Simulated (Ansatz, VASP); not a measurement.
One calculation of CdTe, two programs

```
Cd Te
1.0
     4.32939    0.00000    0.00000
    -2.16470    3.74936    0.00000
     0.00000    0.00000   10.61590
Cd Te
3 3
Direct
  0.00000 0.00000 0.00000
  0.33333 0.66667 0.33333
  0.66667 0.33333 0.66667
  0.66667 0.33333 0.16667
  0.00000 0.00000 0.50000
  0.33333 0.66667 0.83333
```

Alike in both runs: functional PBE; k mesh 12 × 12 × 4; occupations gaussian, width 0.1 eV; no spin polarisation.

Ansatz relaxed the structure, and its values are those at the end. VASP's run is a single point on that final structure, the one shown.

|  | VASP | Ansatz |
| --- | --- | --- |
| version | VASP 6.6.1 | Ansatz 0.2.0 |
| potentials or method | VASP PAW PBE potentials, release 64 (Cd, Te), cutoff 500 eV | scalar-relativistic, plane waves, PAW |
| valence electrons in the cell | 54 | 108 |

Ansatz gave:

| Item | Value |
| --- | --- |
| gap on the k mesh at the Fermi level (eV) | none |
| pressure (GPa) | 0.0 |

Problem. Estimate VASP's values.

Solution. gap on the k mesh at the Fermi level (eV): none; pressure (GPa): 0.1.

A gap of «none» marks a metal or a gap that the smearing closes. The functional is the same, so the differences come from potentials, cutoffs and numerics. VASP's potentials hold 54 valence electrons a cell and Ansatz's 108, so a difference there can come from the potentials and not from the codes.

Spin-orbit coupling is off throughout.
